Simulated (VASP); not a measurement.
# NaF (I4/mmm) in VASP: notebook, part 2 of 2

VASP 6.6.1.

## 3. Single point, r2SCAN (epitaxial xy strain +2.5%)

POSCAR

```
NaF
1.0
    0.0000000000      2.3545972863      2.2765596681
    2.3545972863      0.0000000000      2.2765596681
    2.3545972863      2.3545972863      0.0000000000
Na F
1 1
Direct
    0.0000000000      0.0000000000      0.0000000000
    0.5000000000      0.5000000000      0.5000000000
```

INCAR.step1

```
PREC     = Accurate       # precision mode
ENCUT    = 520            # plane-wave cutoff, eV
ISMEAR   = 0              # smearing method
SIGMA    = 0.01           # smearing width, eV
LREAL    = F              # projectors in reciprocal space
LASPH    = T              # aspherical terms in the spheres
NELM     = 80             # most SCF steps
NBANDS   = 14             # bands
GGA      = PE             # functional
ALGO     = Normal         # electronic algorithm
EDIFF    = 1E-4           # SCF threshold, eV
LWAVE    = T              # write WAVECAR
LCHARG   = F              # write CHGCAR
```

INCAR.step2

```
PREC     = Accurate       # precision mode
ENCUT    = 520            # plane-wave cutoff, eV
EDIFF    = 1E-7           # SCF threshold, eV
ISMEAR   = 0              # smearing method
SIGMA    = 0.01           # smearing width, eV
LREAL    = F              # projectors in reciprocal space
LASPH    = T              # aspherical terms in the spheres
NELM     = 80             # most SCF steps
ALGO     = Normal         # electronic algorithm
ISIF     = 2              # what is computed and relaxed
LWAVE    = F              # write WAVECAR
LCHARG   = F              # write CHGCAR
METAGGA  = R2SCAN         # meta-GGA
LMIXTAU  = T            
NBANDS   = 14             # bands
ISTART   = 1
```

KPOINTS

```
regular mesh
0
Gamma
  10 10 10
```

Potentials or basis: VASP PAW PBE potentials, release 64 (Na_pv, F).

Run with:

```console
$ cat potpaw_PBE.64/Na_pv/POTCAR potpaw_PBE.64/F/POTCAR > POTCAR
$ cp INCAR.step1 INCAR
$ mpirun -np 1 vasp_std > vasp.out
$ cp INCAR.step2 INCAR
$ mpirun -np 1 vasp_std > vasp.out
```

OUTCAR:

```text
PREC = Accurate
   ENCUT = 520
   EDIFF = 1E-7
   ISMEAR = 0
   LREAL = F
   LASPH = T
   NELM = 80
   ISIF = 2
   METAGGA = R2SCAN
   ISTART = 1

 ion  position               nearest neighbor table
   1  0.000  0.000  0.000-   2 2.28   2 2.28
   2  0.500  0.500  0.500-   1 2.28   1 2.28

  LATTYP: Found a body centered tetragonal cell.
 ALAT       =     3.3299034162
 C/A-ratio  =     1.3673427626

  Lattice vectors:

 A1 = (   0.0000000000,  -2.3545972863,  -2.2765596681)
 A2 = (   0.0000000000,   2.3545972863,  -2.2765596681)
 A3 = (   2.3545972863,   0.0000000000,   2.2765596681)

Analysis of symmetry for initial positions (statically):
=====================================================================
 Subroutine PRICEL returns:
 Original cell was already a primitive cell.

 Routine SETGRP: Setting up the symmetry group for a
 body centered tetragonal supercell.

 Subroutine GETGRP returns: Found 16 space group operations
 (whereof 16 operations were pure point group operations)
 out of a pool of 16 trial point group operations.

The static configuration has the point symmetry D_4h.

Analysis of symmetry for dynamics (positions and initial velocities):
=====================================================================
 Subroutine PRICEL returns:
 Original cell was already a primitive cell.

 Routine SETGRP: Setting up the symmetry group for a
 body centered tetragonal supercell.

 Subroutine GETGRP returns: Found 16 space group operations
 (whereof 16 operations were pure point group operations)
 out of a pool of 16 trial point group operations.

The dynamic configuration has the point symmetry D_4h.

 Subroutine INISYM returns: Found 16 space group operations
 (whereof 16 operations are pure point group operations),
 and found     1 'primitive' translations

----------------------------------------------------------------------------------------

[... 121 lines left out ...]
   LEPSILON=     F    determine dielectric tensor
   LRPA    =     F    only Hartree local field effects (RPA)
 non-spin polarized calculation
 Gauss-broadening in eV      SIGMA  =   0.01
  energy-cutoff  :      520.00
  volume of cell :       25.24
 maximum number of plane-waves:       693
   NGX = 13   NGY = 13   NGZ = 13

 number of electron      13.9999991 magnetization

 Free energy of the ion-electron system (eV)
  ---------------------------------------------------
  ext. energy  EPLUGINS =         0.00000000
  ---------------------------------------------------
  free energy    TOTEN  =       -12.58947111 eV

  energy without entropy =      -12.58947111  energy(sigma->0) =      -12.58947111

 E-fermi :  -2.6352     XC(G=0):  -9.6945

 val. band max:       -2.7846278596   @ k =   0.0000   0.0000   0.0000
 cond. band min:       4.3008710592   @ k =   0.0000   0.0000   0.0000
 fundamental gap:      7.0854989188
 Fermi energy:        -2.6351625484

 k-point     1 :       0.0000    0.0000    0.0000
  band No.  band energies     occupation
      1     -23.0586      2.00000
      2     -22.3291      2.00000
      3     -22.3289      2.00000
      4     -22.3192      2.00000
      5      -2.7855      2.00000
      6      -2.7846      2.00000
      7      -2.7846      2.00000
      8       4.3009      0.00000
      9      16.8278      0.00000
     10      16.8280      0.00000
     11      17.0531      0.00000
     12      19.5134      0.00000
     13      21.6281      0.00000
     14      22.6252      0.00000
[... 377 lines left out ...]
      1     -23.1512      2.00000
      2     -22.3706      2.00000
      3     -22.3688      2.00000
      4     -22.1069      2.00000
      5      -3.9097      2.00000
      6      -3.1800      2.00000
      7      -3.1343      2.00000
      8       8.6963      0.00000
      9      11.4654      0.00000
     10      15.3547      0.00000
     11      17.6653      0.00000
     12      17.7051      0.00000
     13      23.8775      0.00000
     14      24.4824      0.00000

 [... further k-points ...]

------------------------ aborting loop because EDIFF is reached ----------------------------------------

  FORCE on cell =-STRESS in cart. coord.  units (eV):
  Direction    XX          YY          ZZ          XY          YZ          ZX
  --------------------------------------------------------------------------------------
  -------------------------------------------------------------------------------------
  Total       -0.5358311     -0.5358311     -0.1035723      0.0000000     -0.0000000      0.0000000
  in kB      -34.0091842    -34.0091842     -6.5737298      0.0000000     -0.0000000      0.0000000
  external PRESSURE =     -24.8640327 kB  Pullay stress =       0.0000000 kB

 VOLUME and BASIS-vectors are now :
 -----------------------------------------------------------------------------
  energy-cutoff  :      520.00
  volume of cell :       25.24
      direct lattice vectors                 reciprocal lattice vectors
     0.000000000  2.354597286  2.276559668    -0.212350538  0.212350538  0.219629649
     2.354597286  0.000000000  2.276559668     0.212350538 -0.212350538  0.219629649
     2.354597286  2.354597286  0.000000000     0.212350538  0.212350538 -0.219629649

 POSITION                                       TOTAL-FORCE (eV/Angst)
 -----------------------------------------------------------------------------------
      0.00000      0.00000      0.00000         0.000000     -0.000000      0.000000
      2.35460      2.35460      2.27656        -0.000000      0.000000      0.000000
 -----------------------------------------------------------------------------------
    total drift:                                0.000000     -0.000000      0.000000

  FREE ENERGIE OF THE ION-ELECTRON SYSTEM (eV)
  ---------------------------------------------------
  free  energy   TOTEN  =       -12.5894711119 eV

  energy  without entropy=      -12.5894711119  energy(sigma->0) =      -12.58947111
```

Wall time 48 s (1 thread of Intel Xeon 6975P-C (Granite Rapids), shared host); peak memory 0.16 GiB.

Results:

| Quantity | Value |
| --- | --- |
| Free energy | -12.5895 eV |
| Pressure | -2.5 GPa |
| Band gap on the k mesh | 7.09 eV, direct |

Stress tensor (GPa, compression positive):
```
-3.40  0.00  0.00
 0.00 -3.40  0.00
 0.00  0.00 -0.66
```

Levels at points of the mesh, in eV from the valence-band top:
| k point | band 5 | band 6 | band 7 | band 8 | band 9 | band 10 |
| --- | --- | --- | --- | --- | --- | --- |
| (0.00, 0.00, 0.00) | 0.00 | 0.00 | 0.00 | 7.09 | 19.61 | 19.61 |
| (0.50, 0.00, 0.00) | -1.52 | -0.27 | -0.25 | 11.53 | 13.28 | 20.93 |
| (0.50, 0.50, 0.00) | -1.20 | -0.43 | -0.43 | 13.64 | 14.24 | 14.78 |
| (0.50, 0.00, 0.50) | -1.26 | -0.40 | -0.35 | 13.78 | 13.98 | 14.65 |

Caveat: the cell differs from its parent crystal (epitaxial xy strain +2.5%); the PAW data sets were made with another functional, which shifts forces and pressure a little.
